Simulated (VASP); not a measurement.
# HfB2 (P6/mmm) in VASP: notebook

Runs on HfB2. Level: r2SCAN. Tasks: single point.

All numbers are computed with VASP 6.6.1; they aren't measurements. Logs are shortened: lines on timing, memory, paths and dates and some standing lists are left out, and cuts for length are marked.

## Step 1: The cell of the first run

Symmetry: P6/mmm, No. 191, hexagonal system. The conventional cell has a = 3.140 Å, b = 3.140 Å, c = 3.480 Å, α = 90.00°, β = 90.00°, γ = 120.00°. Hf (site symmetry 6/mmm) has 12 B at 2.51 Å and 6 Hf at 3.14 Å within 3.3 Å. B (site symmetry -6m2) has 3 B at 1.81 Å within 2.4 Å.

## Step 2: Single point, r2SCAN

POSCAR reads:

```
HfB2
1.0
    3.1400000000      0.0000000000      0.0000000000
   -1.5700000000      2.7193200000      0.0000000000
    0.0000000000      0.0000000000      3.4800000000
Hf B
1 2
Direct
    0.0000000000      0.0000000000      0.0000000000
    0.3333333333      0.6666666667      0.5000000000
    0.6666666667      0.3333333333      0.5000000000
```

INCAR.step1 reads:

```
SYSTEM = HfB2
PREC     = Accurate       ! precision mode
ENCUT    = 520            ! plane-wave cutoff, eV
ISMEAR   = 1              ! smearing method
SIGMA    = 0.05           ! smearing width, eV
LREAL    = .FALSE.        ! projectors in reciprocal space
LASPH    = .TRUE.         ! aspherical terms in the spheres
NELM     = 80             ! most SCF steps
NBANDS   = 15             ! bands
GGA      = PE             ! functional
ALGO     = Normal         ! electronic algorithm
EDIFF    = 1E-4           ! SCF threshold, eV
LWAVE    = .TRUE.         ! write WAVECAR
LCHARG   = .FALSE.        ! write CHGCAR
```

INCAR.step2 reads:

```
SYSTEM = HfB2
PREC     = Accurate       ! precision mode
ENCUT    = 520            ! plane-wave cutoff, eV
EDIFF    = 1E-6           ! SCF threshold, eV
ISMEAR   = 1              ! smearing method
SIGMA    = 0.05           ! smearing width, eV
LREAL    = .FALSE.        ! projectors in reciprocal space
LASPH    = .TRUE.         ! aspherical terms in the spheres
NELM     = 80             ! most SCF steps
ALGO     = Normal         ! electronic algorithm
ISIF     = 2              ! what is computed and relaxed
LWAVE    = .FALSE.        ! write WAVECAR
LCHARG   = .FALSE.        ! write CHGCAR
METAGGA  = R2SCAN         ! meta-GGA
LMIXTAU  = .TRUE.       
NBANDS   = 15             ! bands
ISTART   = 1
```

KPOINTS reads:

```
Automatic mesh
0
G
  3 3 3
  0 0 0
```

Potentials or basis: VASP PAW PBE potentials, release 64 (Hf_pv, B).

The run is started by

```bash
cat potpaw_PBE.64/Hf_pv/POTCAR potpaw_PBE.64/B/POTCAR > POTCAR
cp INCAR.step1 INCAR
mpirun -np 1 vasp_std > vasp.out
cp INCAR.step2 INCAR
mpirun -np 1 vasp_std > vasp.out
```

OUTCAR:

```text
SYSTEM = HfB2
   PREC = Accurate
   ENCUT = 520
   EDIFF = 1E-6
   ISMEAR = 1
   LREAL = .FALSE.
   LASPH = .TRUE.
   NELM = 80
   ISIF = 2
   METAGGA = R2SCAN
   ISTART = 1

 ion  position               nearest neighbor table
   1  0.000  0.000  0.000-   2 2.51   3 2.51   2 2.51   3 2.51   3 2.51   3 2.51   2 2.51   2 2.51
                             3 2.51   3 2.51   2 2.51   2 2.51
   2  0.333  0.667  0.500-   3 1.81   3 1.81   3 1.81   1 2.51   1 2.51   1 2.51   1 2.51   1 2.51
                             1 2.51
   3  0.667  0.333  0.500-   2 1.81   2 1.81   2 1.81   1 2.51   1 2.51   1 2.51   1 2.51   1 2.51
                             1 2.51

  LATTYP: Found a hexagonal cell.
 ALAT       =     3.1400000000
 C/A-ratio  =     1.1082802548

  Lattice vectors:

 A1 = (   3.1400000000,   0.0000000000,   0.0000000000)
 A2 = (  -1.5700000000,   2.7193200000,   0.0000000000)
 A3 = (   0.0000000000,   0.0000000000,   3.4800000000)

Analysis of symmetry for initial positions (statically):
=====================================================================
 Subroutine PRICEL returns:
 Original cell was already a primitive cell.

 Routine SETGRP: Setting up the symmetry group for a
 hexagonal supercell.

 Subroutine GETGRP returns: Found 24 space group operations
 (whereof 24 operations were pure point group operations)
 out of a pool of 24 trial point group operations.

The static configuration has the point symmetry D_6h.

Analysis of symmetry for dynamics (positions and initial velocities):
=====================================================================
 Subroutine PRICEL returns:
 Original cell was already a primitive cell.

 Routine SETGRP: Setting up the symmetry group for a
 hexagonal supercell.

 Subroutine GETGRP returns: Found 24 space group operations
 (whereof 24 operations were pure point group operations)
 out of a pool of 24 trial point group operations.

The dynamic configuration has the point symmetry D_6h.

 Subroutine INISYM returns: Found 24 space group operations
 (whereof 24 operations are pure point group operations),
 and found     1 'primitive' translations

----------------------------------------------------------------------------------------

                                     Primitive cell

  volume of cell :      29.7146

  direct lattice vectors                    reciprocal lattice vectors
     3.140000000  0.000000000  0.000000000     0.318471338  0.183869497  0.000000000
    -1.570000000  2.719320000  0.000000000     0.000000000  0.367738994  0.000000000
     0.000000000  0.000000000  3.480000000     0.000000000  0.000000000  0.287356322

  length of vectors
     3.140000000  3.140000201  3.480000000     0.367739017  0.367738994  0.287356322

  position of ions in fractional coordinates (direct lattice)
     0.000000000  0.000000000  0.000000000
     0.333333333  0.666666667  0.500000000
     0.666666667  0.333333333  0.500000000

  ion indices of the primitive-cell ions
   primitive index   ion index
                 1           1
                 2           2
                 3           3

----------------------------------------------------------------------------------------

 KPOINTS: Automatic mesh

Automatic generation of k-mesh.
 Grid dimensions read from file:
 generate k-points for:    3    3    3

 Generating k-lattice:

  Cartesian coordinates                     Fractional coordinates (reciprocal lattice)
     0.106157113  0.061289832  0.000000000     0.333333333  0.000000000  0.000000000
     0.000000000  0.122579665  0.000000000     0.000000000  0.333333333  0.000000000
     0.000000000  0.000000000  0.095785441     0.000000000  0.000000000  0.333333333

  Length of vectors
     0.122579672  0.122579665  0.095785441

  Shift w.r.t. Gamma in fractional coordinates (k-lattice)
     0.000000000  0.000000000  0.000000000

 Subroutine IBZKPT returns following result:
 ===========================================

 Found      6 irreducible k-points:

 Following reciprocal coordinates:
[... 49 lines left out ...]
      1     -24.3100      2.00000
      2     -24.0731      2.00000
      3     -23.8476      2.00000
      4      -4.6426      2.00000
      5       0.3850      2.00000
      6       3.5897      2.00000
      7       4.3125      2.00000
      8       5.2027      2.00000
      9      10.6309      0.00000
     10      10.7685      0.00000
     11      10.8343      0.00000
     12      12.4882      0.00000
     13      14.1694      0.00000
     14      17.1581      0.00000
     15      18.5186      0.00000

 k-point     3 :       0.3333    0.3333    0.0000
  band No.  band energies     occupation
      1     -24.2603      2.00000
      2     -24.2603      2.00000
      3     -24.0202      2.00000
      4      -1.1977      2.00000
      5      -1.1977      2.00000
      6      -0.3273      2.00000
      7       4.9595      2.00000
      8       4.9595      2.00000
      9       9.4691     -0.00000
     10       9.4691     -0.00000
     11      11.4135      0.00000
     12      17.5810      0.00000
     13      17.5810      0.00000
     14      19.6435      0.00000
     15      19.8140      0.00000

 k-point     4 :       0.0000    0.0000    0.3333
  band No.  band energies     occupation
      1     -24.3900      2.00000
      2     -23.6965      2.00000
      3     -23.6965      2.00000
      4      -5.3353      2.00000
      5       0.0777      2.00000
      6       5.8042      2.00000
      7       5.8042      2.00000
      8       8.5624      1.00001
      9       8.5624      0.99999
     10       8.9671     -0.00000
     11       9.8929      0.00000
     12       9.8929      0.00000
     13      13.0039      0.00000
     14      15.5660      0.00000
     15      18.9087      0.00000

 k-point     5 :       0.3333    0.0000    0.3333
  band No.  band energies     occupation
      1     -24.2816      2.00000
      2     -24.2549      2.00000
      3     -23.8268      2.00000
      4      -3.9593      2.00000
      5       0.3910      2.00000
      6       2.6719      2.00000
      7       3.3265      2.00000
      8       5.1278      2.00000
      9       9.7956      0.00000
     10      11.4929      0.00000
     11      13.5109      0.00000
     12      14.1109      0.00000
     13      14.2560      0.00000
     14      17.5723      0.00000
     15      19.4882      0.00000

 k-point     6 :       0.3333    0.3333    0.3333
  band No.  band energies     occupation
      1     -24.2291      2.00000
      2     -24.2291      2.00000
      3     -24.1916      2.00000
      4      -1.8207      2.00000
      5      -1.8207      2.00000
      6       1.2556      2.00000
      7       4.3328      2.00000
      8       4.3328      2.00000
      9      12.4565      0.00000
     10      13.0544      0.00000
     11      13.0544      0.00000
     12      14.1484      0.00000
     13      15.7805      0.00000
     14      15.7805      0.00000
     15      19.1029      0.00000

------------------------ aborting loop because EDIFF is reached ----------------------------------------

  FORCE on cell =-STRESS in cart. coord.  units (eV):
  Direction    XX          YY          ZZ          XY          YZ          ZX
  --------------------------------------------------------------------------------------
  -------------------------------------------------------------------------------------
  Total        0.3619713      0.3619714     -1.9255055      0.0000000      0.0000000      0.0000000
  in kB       19.5171115     19.5171149   -103.8212247      0.0000000      0.0000000      0.0000000
  external PRESSURE =     -21.5956661 kB  Pullay stress =       0.0000000 kB

 VOLUME and BASIS-vectors are now :
 -----------------------------------------------------------------------------
  energy-cutoff  :      520.00
  volume of cell :       29.71
      direct lattice vectors                 reciprocal lattice vectors
     3.140000000  0.000000000  0.000000000     0.318471338  0.183869497  0.000000000
    -1.570000000  2.719320000  0.000000000     0.000000000  0.367738994  0.000000000
     0.000000000  0.000000000  3.480000000     0.000000000  0.000000000  0.287356322

 POSITION                                       TOTAL-FORCE (eV/Angst)
 -----------------------------------------------------------------------------------
      0.00000      0.00000      0.00000        -0.000000      0.000000      0.000000
     -0.00000      1.81288      1.74000         0.000000      0.000000      0.000000
      1.57000      0.90644      1.74000        -0.000000     -0.000000      0.000000
 -----------------------------------------------------------------------------------
    total drift:                               -0.000000      0.000000      0.000000

  FREE ENERGIE OF THE ION-ELECTRON SYSTEM (eV)
  ---------------------------------------------------
  free  energy   TOTEN  =       -63.1188399713 eV

  energy  without entropy=      -63.1167503803  energy(sigma->0) =      -63.11814344
```

Wall time 15 s (1 thread of AMD EPYC 9R45 (Zen 5), shared host); peak memory 0.12 GiB.

Results:

```
Free energy            : -63.1188 eV
Pressure               : -2.2 GPa
Band gap on the k mesh : zero (filled and empty bands touch)
```

Caveat: the k points lie up to 0.77 Å⁻¹ apart; the PAW data sets were made with another functional, which shifts forces and pressure a little; spin-orbit coupling is left out, which moves the levels of the heavy elements.

## Step 3: Single point, r2SCAN

POSCAR is that of step 2.

INCAR.step1 reads:

```
SYSTEM = HfB2
ALGO = Normal
EDIFF = 1E-4
ENCUT = 520
GGA = PE
ISMEAR = 1
LASPH = .TRUE.
LCHARG = .FALSE.
LREAL = .FALSE.
LWAVE = .TRUE.
NBANDS = 15
NELM = 80
PREC = Accurate
SIGMA = 0.05
```

INCAR.step2 reads:

```
SYSTEM = HfB2
ALGO = Normal
EDIFF = 1E-6
ENCUT = 520
ISIF = 2
ISMEAR = 1
ISTART = 1
LASPH = .TRUE.
LCHARG = .FALSE.
LMIXTAU = .TRUE.
LREAL = .FALSE.
LWAVE = .FALSE.
METAGGA = R2SCAN
NBANDS = 15
NELM = 80
PREC = Accurate
SIGMA = 0.05
```

KPOINTS reads:

```
k-points
0
G
  4 4 4
  0 0 0
```

Potentials or basis: VASP PAW PBE potentials, release 64 (Hf_pv, B).

The run is started by

```bash
cat potpaw_PBE.64/Hf_pv/POTCAR potpaw_PBE.64/B/POTCAR > POTCAR
cp INCAR.step1 INCAR
mpirun -np 1 vasp_std > vasp.out
cp INCAR.step2 INCAR
mpirun -np 1 vasp_std > vasp.out
```

Wall time 20 s (1 thread of AMD EPYC 9R45 (Zen 5), shared host); peak memory 0.12 GiB.

Results (log left out):

```yaml
Free_energy: -63.0603 eV
Pressure: -1.3 GPa
Band_gap_on_the_k_mesh: zero (filled and empty bands touch)
```

Stress tensor (GPa, compression positive):
```
-2.34  0.00  0.00
 0.00 -2.34  0.00
 0.00  0.00  0.76
```

Levels at points of the mesh, in eV from the Fermi level:
| k point | band 4 | band 5 | band 6 | band 7 | band 8 | band 9 | band 10 | band 11 | band 12 | band 13 |
| --- | --- | --- | --- | --- | --- | --- | --- | --- | --- | --- |
| (0.00, 0.00, 0.00) | -14.99 | -3.44 | -3.40 | -3.37 | -3.37 | 3.86 | 3.86 | 4.59 | 4.59 | 4.77 |
| (0.50, 0.00, 0.00) | -10.69 | -10.13 | -4.72 | -3.99 | -3.32 | 1.84 | 2.50 | 5.53 | 5.57 | 6.09 |
| (0.00, 0.00, 0.50) | -12.56 | -9.20 | -1.57 | -1.57 | 0.00 | 0.00 | 0.70 | 0.70 | 2.07 | 5.01 |
| (0.50, 0.00, 0.50) | -11.40 | -8.40 | -5.57 | -5.33 | -3.37 | 3.81 | 4.09 | 6.09 | 7.12 | 7.34 |

Caveat: the k points lie up to 0.58 Å⁻¹ apart; the PAW data sets were made with another functional, which shifts forces and pressure a little; spin-orbit coupling is left out, which moves the levels of the heavy elements.

## Step 4: Single point, r2SCAN

POSCAR is that of step 3.

INCAR.step1 reads:

```
PREC = Accurate ; ENCUT = 520
ISMEAR = 1 ; SIGMA = 0.05
LREAL = False ; LASPH = True
NELM = 60 ; NBANDS = 15
GGA = PE ; ALGO = Normal
EDIFF = 1E-4 ; LWAVE = True
LCHARG = False
```

INCAR.step2 reads:

```
PREC = Accurate ; ENCUT = 520
EDIFF = 1E-7 ; ISMEAR = 1
SIGMA = 0.05 ; LREAL = False
LASPH = True ; NELM = 60
ALGO = Normal ; ISIF = 2
LWAVE = False ; LCHARG = True
METAGGA = R2SCAN ; LMIXTAU = True
LELF = True ; LVHAR = True
NBANDS = 15 ; ISTART = 1
```

KPOINTS reads:

```
regular mesh
0
Gamma
  5 5 4
```

The run is started by

```bash
cat potpaw_PBE.64/Hf_pv/POTCAR potpaw_PBE.64/B/POTCAR > POTCAR
cp INCAR.step1 INCAR
mpirun -np 1 vasp_std > vasp.out
cp INCAR.step2 INCAR
mpirun -np 1 vasp_std > vasp.out
```

Run time: 26 s. Hardware: 1 thread of AMD EPYC 9R45 (Zen 5), shared host; peak memory 0.12 GiB.

Results (log left out):

```
Free energy            : -63.0643 eV
Pressure               : -1.1 GPa
Band gap on the k mesh : zero (band 8 reaches 8.05 eV, above the bottom of band 9 at 7.48 eV)
```

Stress tensor (GPa, compression positive):
```
-0.59  0.00  0.00
 0.00 -0.59  0.00
 0.00  0.00 -2.05
```

Levels at points of the mesh, in eV from the Fermi level:
```
           k point  band 5  band 6  band 7  band 8  band 9  band 10  band 11  band 12
(0.00, 0.00, 0.00)   -2.87   -2.83   -2.81   -2.81    4.47     4.47     5.18     5.18
(0.00, 0.00, 0.50)   -8.61   -1.03   -1.03    0.57    0.57     1.32     1.32     2.65
```

Caveat: the k points lie up to 0.46 Å⁻¹ apart; the PAW data sets were made with another functional, which shifts forces and pressure a little; spin-orbit coupling is left out, which moves the levels of the heavy elements.

## Step 5: Single point, r2SCAN

POSCAR is that of step 4.

INCAR.step1 reads:

```
SYSTEM = HfB2
ALGO = Normal
EDIFF = 1E-4
ENCUT = 520
GGA = PE
ISMEAR = 1
LASPH = .True.
LCHARG = .False.
LREAL = .False.
LWAVE = .True.
NBANDS = 15
NELM = 100
PREC = Accurate
SIGMA = 0.05
```

INCAR.step2 reads:

```
SYSTEM = HfB2
ALGO = Normal
EDIFF = 1E-6
ENCUT = 520
ISIF = 2
ISMEAR = 1
ISTART = 1
LASPH = .True.
LCHARG = .False.
LMIXTAU = .True.
LREAL = .False.
LWAVE = .False.
METAGGA = R2SCAN
NBANDS = 15
NELM = 100
PREC = Accurate
SIGMA = 0.05
```

KPOINTS reads:

```
k-points
0
Gamma
  6 6 5
  0 0 0
```

The run is started by

```bash
cat potpaw_PBE.64/Hf_pv/POTCAR potpaw_PBE.64/B/POTCAR > POTCAR
cp INCAR.step1 INCAR
mpirun -np 1 vasp_std > vasp.out
cp INCAR.step2 INCAR
mpirun -np 1 vasp_std > vasp.out
```

Run time: 29 s. Hardware: 1 thread of AMD EPYC 9R45 (Zen 5), shared host; peak memory 0.12 GiB.

Results (log left out):

```
Free energy            : -63.0361 eV
Pressure               : -1.0 GPa
Band gap on the k mesh : zero (band 8 reaches 8.23 eV, above the bottom of band 9 at 7.40 eV)
```

Stress tensor (GPa, compression positive):
```
-0.61  0.00  0.00
 0.00 -0.61  0.00
 0.00  0.00 -1.89
```

Levels at points of the mesh, in eV from the Fermi level:
```csv
k point,band 5,band 6,band 7,band 8,band 9,band 10,band 11,band 12
"(0.00, 0.00, 0.00)",-2.77,-2.74,-2.71,-2.71,4.58,4.58,5.29,5.29
"(0.50, 0.00, 0.00)",-9.48,-4.03,-3.36,-2.64,2.51,3.21,6.20,6.31
```

Caveat: the k points lie up to 0.39 Å⁻¹ apart; the PAW data sets were made with another functional, which shifts forces and pressure a little; spin-orbit coupling is left out, which moves the levels of the heavy elements.

## Step 6: Single point, r2SCAN

POSCAR is that of step 5.

INCAR.step1 reads:

```
SYSTEM = HfB2
ALGO = Normal
EDIFF = 1E-4
ENCUT = 520
GGA = PE
ISMEAR = 1
LASPH = .TRUE.
LCHARG = .FALSE.
LREAL = .FALSE.
LWAVE = .TRUE.
NBANDS = 15
NELM = 60
PREC = Accurate
SIGMA = 0.05
```

INCAR.step2 reads:

```
SYSTEM = HfB2
ALGO = Normal
EDIFF = 1E-6
ENCUT = 520
ISIF = 2
ISMEAR = 1
ISTART = 1
LASPH = .TRUE.
LCHARG = .TRUE.
LELF = .TRUE.
LMIXTAU = .TRUE.
LREAL = .FALSE.
LVHAR = .TRUE.
LWAVE = .FALSE.
METAGGA = R2SCAN
NBANDS = 15
NELM = 60
PREC = Accurate
SIGMA = 0.05
```

KPOINTS reads:

```
k-points
0
G
  8 8 6
  0 0 0
```

Potentials or basis: VASP PAW PBE potentials, release 64 (Hf_pv, B).

The run is started by

```bash
cat potpaw_PBE.64/Hf_pv/POTCAR potpaw_PBE.64/B/POTCAR > POTCAR
cp INCAR.step1 INCAR
mpirun -np 1 vasp_std > vasp.out
cp INCAR.step2 INCAR
mpirun -np 1 vasp_std > vasp.out
```

Wall time 48 s (1 thread of AMD EPYC 9R45 (Zen 5), shared host); peak memory 0.13 GiB.

The run converged. Its results:

```yaml
Free_energy: -63.0854 eV
Pressure: -1.3 GPa
Band_gap_on_the_k_mesh: zero (band 8 reaches 8.55 eV, above the bottom of band 9 at 7.92 eV)
```

Stress tensor (GPa, compression positive):
```
-1.39  0.00  0.00
 0.00 -1.39  0.00
 0.00  0.00 -1.00
```

Levels at points of the mesh, in eV from the Fermi level:
```
           k point  band 4  band 5  band 6  band 7  band 8  band 9  band 10  band 11  band 12  band 13
(0.00, 0.00, 0.00)  -14.87   -3.30   -3.27   -3.24   -3.24    4.04     4.04     4.75     4.75     4.91
(0.50, 0.00, 0.00)  -10.57  -10.01   -4.56   -3.89   -3.17    1.98     2.67     5.67     5.77     6.25
(0.00, 0.00, 0.50)  -12.45   -9.04   -1.47   -1.47    0.15    0.15     0.89     0.89     2.22     5.16
(0.50, 0.00, 0.50)  -11.28   -8.30   -5.45   -5.16   -3.22    3.91     4.24     6.29     7.28     7.50
```

Caveat: the PAW data sets were made with another functional, which shifts forces and pressure a little; spin-orbit coupling is left out, which moves the levels of the heavy elements.

## Step 7: Overview

| k mesh | gap on the mesh (eV) | pressure (GPa) |
| --- | --- | --- |
| 3 × 3 × 3 | none | -2.2 |
| 4 × 4 × 4 | none | -1.3 |
| 5 × 5 × 4 | none | -1.1 |
| 6 × 6 × 5 | none | -1.0 |
| 8 × 8 × 6 | none | -1.3 |

Alike in all rows: task single point; level r2SCAN; potentials or basis VASP PAW PBE potentials, release 64 (Hf_pv, B); no spin polarisation; cell as given; cutoff (eV) 520; smearing methfessel-paxton 0.05 eV.

Caveats: some runs use coarse meshes; the PAW data sets were made with another functional, which shifts forces and pressure a little; spin-orbit coupling is left out, which moves the levels of the heavy elements.

Absolute energies hang on the potentials; compare differences alone.
